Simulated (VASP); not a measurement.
# KI2 (P4_2/mnm) in VASP: notebook

The runs below take KI2 through single point, relaxation of cell and atoms, with PBE.

Everything below comes from runs of VASP 6.6.1. Logs are shortened: lines on timing, memory, paths and dates and some standing lists are left out, and cuts for length are marked.

### Step 1. The cell of the first run

It takes space group P4_2/mnm (No. 136, tetragonal). The conventional cell has a = 7.377 Å, b = 7.377 Å, c = 4.752 Å, α = 90.00°, β = 90.00°, γ = 90.00°. Within 4.1 Å of K (site symmetry mmm) lie 6 I at 3.12 to 3.19 Å. I (site symmetry m2m) has 3 K at 3.12 to 3.19 Å and 1 I at 4.05 Å within 4.1 Å.

### Step 2. Single point, PBE

INCAR

```
PREC     = Accurate       # precision mode
ENCUT    = 520            # plane-wave cutoff, eV
EDIFF    = 1E-7           # SCF threshold, eV
ISMEAR   = 0              # smearing method
SIGMA    = 0.1            # smearing width, eV
LREAL    = F              # projectors in reciprocal space
LASPH    = T              # aspherical terms in the spheres
NELM     = 60             # most SCF steps
ALGO     = Normal         # electronic algorithm
ISIF     = 2              # what is computed and relaxed
LWAVE    = F              # write WAVECAR
LCHARG   = F              # write CHGCAR
GGA      = PE             # functional
NBANDS   = 32             # bands
```

KPOINTS

```
Automatic mesh
0
Gamma
  4 4 4
```

POSCAR

```
KI2
1.0
    7.3774413386      0.0000000000      0.0000000000
    0.0000000000      7.3774413386      0.0000000000
    0.0000000000      0.0000000000      4.7518173533
K I
2 4
Direct
    0.0000000000      0.0000000000      0.0000000000
    0.5000000000      0.5000000000      0.5000000000
    0.3060000000      0.3060000000      0.0000000000
    0.1940000000      0.8060000000      0.5000000000
    0.6940000000      0.6940000000      0.0000000000
    0.8060000000      0.1940000000      0.5000000000
```

Potentials or basis: VASP PAW PBE potentials, release 64 (K_sv, I).

On the command line:

```sh
cat potpaw_PBE.64/K_sv/POTCAR potpaw_PBE.64/I/POTCAR > POTCAR
mpirun -np 1 vasp_std > vasp.out
```

OUTCAR:

```text
PREC = Accurate
   ENCUT = 520
   EDIFF = 1E-7
   ISMEAR = 0
   LREAL = F
   LASPH = T
   NELM = 60
   ISIF = 2
   GGA = PE

 ion  position               nearest neighbor table
   1  0.000  0.000  0.000-   4 3.12   6 3.12   4 3.12   6 3.12   5 3.19   3 3.19
   2  0.500  0.500  0.500-   3 3.12   5 3.12   3 3.12   5 3.12   4 3.19   6 3.19
   3  0.306  0.306  0.000-   2 3.12   2 3.12   1 3.19
   4  0.194  0.806  0.500-   1 3.12   1 3.12   2 3.19
   5  0.694  0.694  0.000-   2 3.12   2 3.12   1 3.19
   6  0.806  0.194  0.500-   1 3.12   1 3.12   2 3.19

  LATTYP: Found a simple tetragonal cell.
 ALAT       =     7.3774413386
 C/A-ratio  =     0.6441010013

  Lattice vectors:

 A1 = (   7.3774413386,   0.0000000000,   0.0000000000)
 A2 = (   0.0000000000,   7.3774413386,   0.0000000000)
 A3 = (   0.0000000000,   0.0000000000,   4.7518173533)

Analysis of symmetry for initial positions (statically):
=====================================================================
 Subroutine PRICEL returns:
 Original cell was already a primitive cell.

 Routine SETGRP: Setting up the symmetry group for a
 simple tetragonal supercell.

 Subroutine GETGRP returns: Found 16 space group operations
 (whereof  8 operations were pure point group operations)
 out of a pool of 16 trial point group operations.

The static configuration has the point symmetry D_2h.
 The point group associated with its full space group is D_4h.

Analysis of symmetry for dynamics (positions and initial velocities):
=====================================================================
 Subroutine PRICEL returns:
 Original cell was already a primitive cell.

 Routine SETGRP: Setting up the symmetry group for a
 simple tetragonal supercell.

 Subroutine GETGRP returns: Found 16 space group operations
 (whereof  8 operations were pure point group operations)
 out of a pool of 16 trial point group operations.

The dynamic configuration has the point symmetry D_2h.
 The point group associated with its full space group is D_4h.

 Subroutine INISYM returns: Found 16 space group operations
 (whereof  8 operations are pure point group operations),
 and found     1 'primitive' translations

----------------------------------------------------------------------------------------

                                     Primitive cell

  volume of cell :     258.6255

  direct lattice vectors                    reciprocal lattice vectors
     7.377441339  0.000000000  0.000000000     0.135548350  0.000000000  0.000000000
     0.000000000  7.377441339  0.000000000     0.000000000  0.135548350  0.000000000
     0.000000000  0.000000000  4.751817353     0.000000000  0.000000000  0.210445799

  length of vectors
     7.377441339  7.377441339  4.751817353     0.135548350  0.135548350  0.210445799

  position of ions in fractional coordinates (direct lattice)
     0.000000000  0.000000000  0.000000000
     0.500000000  0.500000000  0.500000000
     0.306000000  0.306000000  0.000000000
     0.194000000  0.806000000  0.500000000
     0.694000000  0.694000000  0.000000000
     0.806000000  0.194000000  0.500000000

  ion indices of the primitive-cell ions
   primitive index   ion index
                 1           1
                 2           2
                 3           3
                 4           4
                 5           5
                 6           6

----------------------------------------------------------------------------------------

 KPOINTS: Automatic mesh

Automatic generation of k-mesh.
 Grid dimensions read from file:
 generate k-points for:    4    4    4

 Generating k-lattice:

  Cartesian coordinates                     Fractional coordinates (reciprocal lattice)
     0.033887087  0.000000000  0.000000000     0.250000000  0.000000000  0.000000000
     0.000000000  0.033887087  0.000000000     0.000000000  0.250000000  0.000000000
     0.000000000  0.000000000  0.052611450     0.000000000  0.000000000  0.250000000

  Length of vectors
     0.033887087  0.033887087  0.052611450

  Shift w.r.t. Gamma in fractional coordinates (k-lattice)
     0.000000000  0.000000000  0.000000000

 Subroutine IBZKPT returns following result:
 ===========================================

 Found     18 irreducible k-points:

 Following reciprocal coordinates:
            Coordinates               Weight
  0.000000  0.000000  0.000000      1.000000
  0.250000  0.000000  0.000000      4.000000
  0.500000  0.000000  0.000000      2.000000
  0.250000  0.250000  0.000000      4.000000
  0.500000  0.250000  0.000000      4.000000
  0.500000  0.500000  0.000000      1.000000
[... 10 lines left out ...]
  0.500000  0.250000  0.500000      4.000000
  0.500000  0.500000  0.500000      1.000000
   k-points           NKPTS =     18   k-points in BZ     NKDIM =     18   number of bands    NBANDS=     32
   number of dos      NEDOS =    301   number of ions     NIONS =      6
   total plane-waves  NPLWV = 112896
   dimension x,y,z NGX =    56 NGY =   56 NGZ =   36
   dimension x,y,z NGXF=   112 NGYF=  112 NGZF=   72
   ions per type =               2   4
   NGX,Y,Z   is equivalent  to a cutoff of  12.62, 12.62, 12.59 a.u.
   NGXF,Y,Z  is equivalent  to a cutoff of  25.24, 25.24, 25.19 a.u.
 SYSTEM =  unknown system
   PREC   = accura    normal or accurate (medium, high low for compatibility)
   ISTART =      0    job   : 0-new  1-cont  2-samecut
   ICHARG =      2    charge: 1-file 2-atom 10-const
   ISPIN  =      1    spin polarized calculation?
   LNONCOLLINEAR =      F non collinear calculations
   LSORBIT =      F    spin-orbit coupling
   LASPH  =      T    aspherical Exc in radial PAW
   ENCUT  =  520.0 eV  38.22 Ry    6.18 a.u.  13.72 13.72  8.84*2*pi/ulx,y,z
   NELM   =     60;   NELMIN=  2; NELMDL= -5     # of ELM steps
   EDIFF  = 0.1E-06   stopping-criterion for ELM
   LREAL  =      F    real-space projection
   EDIFFG = 0.1E-05   stopping-criterion for IOM
   NSW    =      0    number of steps for IOM
   IBRION =     -1    ionic relax: 0-MD 1-quasi-New 2-CG
   NFREE  =      0    steps in history (QN), initial steepest desc. (CG)
   ISIF   =      2    stress and relaxation
   ISYM   =      2    0-nonsym 1-usesym 2-fastsym
   POTIM  = 0.5000    time-step for ionic-motion
   TEBEG  =    0.0;   TEEND  =   0.0 temperature during run
   PSTRESS=    0.0 pullay stress
   NELECT =      46.0000    total number of electrons
   NUPDOWN=      -1.0000    fix difference up-down
   EMIN   =  10.00;   EMAX   =-10.00  energy-range for DOS
   EFERMI =   0.00;   METHOD = LEGACY
   ISMEAR =     0;   SIGMA  =   0.10  broadening in eV -4-tet -1-fermi 0-gaus
   EFERMI_NEDOS =   21; number of points for ismear=-14 and -15
   IALGO  =     38    algorithm
   IMIX   =      4    mixing-type and parameters
     AMIX     =   0.40;   BMIX     =  1.00
     AMIX_MAG =   1.60;   BMIX_MAG =  1.00
  volume/ion in A,a.u.               =      43.10       290.88
  Fermi-wavevector in a.u.,A,eV,Ry     =   0.920669  1.739813 11.532734  0.847632
  Thomas-Fermi vector in A             =   2.046001
   LORBIT       =      0    0 simple, 1 ext, 2 COOP (PROOUT), +10 PAW based schemes
   GGA     = PE    functional components
   LHFCALC =     F    Hartree Fock is set to
   AEXX    =    0.0000 exact exchange contribution
   IVDW    =     0    specifies the selected vdW correction
   LEPSILON=     F    determine dielectric tensor
   LRPA    =     F    only Hartree local field effects (RPA)
 non-spin polarized calculation
 Gauss-broadening in eV      SIGMA  =   0.10
  energy-cutoff  :      520.00
  volume of cell :      258.63
 maximum number of plane-waves:      7010
 NGX is ok and might be reduce to    56
   NGX = 27   NGY = 27   NGZ = 17

 number of electron      45.9999994 magnetization

 Free energy of the ion-electron system (eV)
  ---------------------------------------------------
  ext. energy  EPLUGINS =         0.00000000
  ---------------------------------------------------
  free energy    TOTEN  =       -10.98318810 eV

  energy without entropy =      -10.89216202  energy(sigma->0) =      -10.93767506

 E-fermi :   0.1174     XC(G=0):  -7.4584

 val. band max:        0.1117339526   @ k =   0.5000   0.0000   0.0000
 cond. band min:       0.1195337360   @ k =   0.2500   0.0000   0.2500
 fundamental gap:      0.0077997833
 Fermi energy:         0.1173741658

 k-point     1 :       0.0000    0.0000    0.0000
  band No.  band energies     occupation
      1     -27.8250      2.00000
      2     -27.8236      2.00000
      3     -11.8246      2.00000
      4     -11.8246      2.00000
      5     -11.4543      2.00000
      6     -11.4410      2.00000
[... 24 lines left out ...]
     31       7.5102      0.00000
     32       7.5102      0.00000

 k-point     2 :       0.2500    0.0000    0.0000
  band No.  band energies     occupation
      1     -27.8248      2.00000
      2     -27.8238      2.00000
      3     -11.7972      2.00000
      4     -11.7882      2.00000
      5     -11.5333      2.00000
      6     -11.5074      2.00000
[... 24 lines left out ...]
     31       7.6364      0.00000
     32       7.6447      0.00000

 k-point     3 :       0.5000    0.0000    0.0000
  band No.  band energies     occupation
      1     -27.8243      2.00000
      2     -27.8243      2.00000
      3     -11.7390      2.00000
      4     -11.7390      2.00000
      5     -11.6110      2.00000
      6     -11.6110      2.00000
[... 24 lines left out ...]
     31       7.7147      0.00000
     32       7.7147      0.00000

 k-point     4 :       0.2500    0.2500    0.0000
  band No.  band energies     occupation
      1     -27.8247      2.00000
      2     -27.8240      2.00000
      3     -11.8287      2.00000
      4     -11.7378      2.00000
      5     -11.6134      2.00000
      6     -11.4510      2.00000
[... 444 lines left out ...]
     31       7.8917      0.00000
     32       7.9608      0.00000

 k-point    17 :       0.5000    0.2500    0.5000
  band No.  band energies     occupation
      1     -27.8214      2.00000
      2     -27.8214      2.00000
      3     -11.9328      2.00000
      4     -11.9328      2.00000
      5     -11.5216      2.00000
      6     -11.5216      2.00000
[... 24 lines left out ...]
     31       7.7025      0.00000
     32       7.7025      0.00000

 k-point    18 :       0.5000    0.5000    0.5000
  band No.  band energies     occupation
      1     -27.8214      2.00000
      2     -27.8214      2.00000
      3     -11.8984      2.00000
      4     -11.8984      2.00000
      5     -11.5866      2.00000
      6     -11.5866      2.00000
[... 24 lines left out ...]
     31       6.9592      0.00000
     32       6.9592      0.00000

------------------------ aborting loop because EDIFF is reached ----------------------------------------

  FORCE on cell =-STRESS in cart. coord.  units (eV):
  Direction    XX          YY          ZZ          XY          YZ          ZX
  --------------------------------------------------------------------------------------
  -------------------------------------------------------------------------------------
  Total        5.7179104      5.7179104      9.0444694      0.0000000      0.0000000      0.0000000
  in kB       35.4222922     35.4222922     56.0302305      0.0000000      0.0000000      0.0000000
  external PRESSURE =      42.2916050 kB  Pullay stress =       0.0000000 kB

 VOLUME and BASIS-vectors are now :
 -----------------------------------------------------------------------------
  energy-cutoff  :      520.00
  volume of cell :      258.63
      direct lattice vectors                 reciprocal lattice vectors
     7.377441339  0.000000000  0.000000000     0.135548350  0.000000000  0.000000000
     0.000000000  7.377441339  0.000000000     0.000000000  0.135548350  0.000000000
     0.000000000  0.000000000  4.751817353     0.000000000  0.000000000  0.210445799

 POSITION                                       TOTAL-FORCE (eV/Angst)
 -----------------------------------------------------------------------------------
      0.00000      0.00000      0.00000         0.000000     -0.000000     -0.000000
      3.68872      3.68872      2.37591         0.000000     -0.000000     -0.000000
      2.25750      2.25750      0.00000        -0.284521     -0.284521      0.000000
      1.43122      5.94622      2.37591         0.284521     -0.284521     -0.000000
      5.11994      5.11994      0.00000         0.284521      0.284521     -0.000000
      5.94622      1.43122      2.37591        -0.284521      0.284521     -0.000000
 -----------------------------------------------------------------------------------
    total drift:                               -0.000000      0.000000      0.000000

  FREE ENERGIE OF THE ION-ELECTRON SYSTEM (eV)
  ---------------------------------------------------
  free  energy   TOTEN  =       -10.9831881020 eV

  energy  without entropy=      -10.8921620239  energy(sigma->0) =      -10.93767506
```

It took 81 s on 1 thread of Intel Xeon 6975P-C (Granite Rapids), shared host; peak memory 0.36 GiB.

Results:

* Free energy: -10.9832 eV
* Pressure: 4.2 GPa
* Largest force: 0.402 eV/Å
* Band gap on the k mesh: zero (bands 23 and 24 overlap by 0.59 eV)

Forces in eV/Å, atoms in the order of the input:
```
K    0.000  0.000  0.000
K    0.000  0.000  0.000
I   -0.285 -0.285  0.000
I    0.285 -0.285  0.000
I    0.285  0.285  0.000
I   -0.285  0.285  0.000
```

Levels at points of the mesh, in eV from the Fermi level:
```tsv
k point	band 22	band 23	band 24	band 25	band 26	band 27
(0.00, 0.00, 0.00)	0.26	0.28	0.28	5.23	5.62	6.54
(0.50, 0.00, 0.00)	-0.15	-0.01	-0.01	6.17	6.17	6.54
(0.50, 0.50, 0.00)	-0.21	0.00	0.00	6.28	6.28	7.10
(0.00, 0.00, 0.50)	-0.35	-0.31	-0.31	6.90	6.90	7.02
(0.50, 0.00, 0.50)	-0.22	-0.21	-0.21	5.96	5.96	7.13
(0.50, 0.50, 0.50)	-0.28	0.06	0.06	6.42	6.42	6.65
```

Caveat: the cell stands under pressure; spin-orbit coupling is left out, which moves the levels of the heavy elements.

### Step 3. Single point, PBE

This run uses another cell than the first one, of 59.44 Å³/atom.

INCAR

```
SYSTEM = KI2
  PREC = Accurate
  ENCUT = 520
  EDIFF = 1E-6
  ISMEAR = 0
  SIGMA = 0.1
  LREAL = .False.
  LASPH = .True.
  NELM = 60
  ALGO = Normal
  ISIF = 2
  LWAVE = .False.
  LCHARG = .True.
  GGA = PE
  LELF = .True.
  LVHAR = .True.
  NBANDS = 32
```

KPOINTS

```
Automatic mesh
0
Gamma
  4 4 4
  0 0 0
```

POSCAR

```
KI2
1.0
    8.1109302593      0.0000000000      0.0000000000
    0.0000000000      8.1109302593      0.0000000000
    0.0000000000      0.0000000000      5.4208182615
K I
2 4
Direct
    0.0000000000      0.0000000000      0.0000000000
    0.5000000000      0.5000000000      0.5000000000
    0.3021566727      0.3021566727      0.0000000000
    0.1978433273      0.8021566727      0.5000000000
    0.6978433273      0.6978433273      0.0000000000
    0.8021566727      0.1978433273      0.5000000000
```

Potentials or basis: VASP PAW PBE potentials, release 64 (K_sv, I).

On the command line:

```sh
cat potpaw_PBE.64/K_sv/POTCAR potpaw_PBE.64/I/POTCAR > POTCAR
mpirun -np 1 vasp_std > vasp.out
```

Wall time 94 s (1 thread of Intel Xeon 6975P-C (Granite Rapids), shared host); peak memory 0.47 GiB.

The run converged. Its results:

```
Free energy            : -11.9615 eV
Pressure               : 0.0 GPa
Largest force          : 0.019 eV/Å
Band gap on the k mesh : zero (bands 23 and 24 overlap by 0.31 eV)
```

Forces on the atoms (eV/Å):
```
K    0.000  0.000  0.000
K    0.000  0.000  0.000
I    0.013  0.013  0.000
I   -0.013  0.013  0.000
I   -0.013 -0.013  0.000
I    0.013 -0.013  0.000
```

Levels at points of the mesh, in eV from the Fermi level:
```tsv
k point	band 22	band 23	band 24	band 25	band 26	band 27
(0.00, 0.00, 0.00)	0.11	0.11	0.13	4.65	5.93	6.28
(0.50, 0.00, 0.00)	-0.12	0.01	0.01	5.66	5.66	6.47
(0.50, 0.50, 0.00)	-0.19	-0.07	-0.07	6.05	6.05	6.59
(0.00, 0.00, 0.50)	-0.21	-0.19	-0.19	6.59	6.59	7.00
(0.50, 0.00, 0.50)	-0.10	-0.09	-0.09	6.29	6.29	6.71
(0.50, 0.50, 0.50)	-0.14	0.03	0.03	6.25	6.25	6.43
```

Caveat: spin-orbit coupling is left out, which moves the levels of the heavy elements.

(Continued in part 2 of 3.)
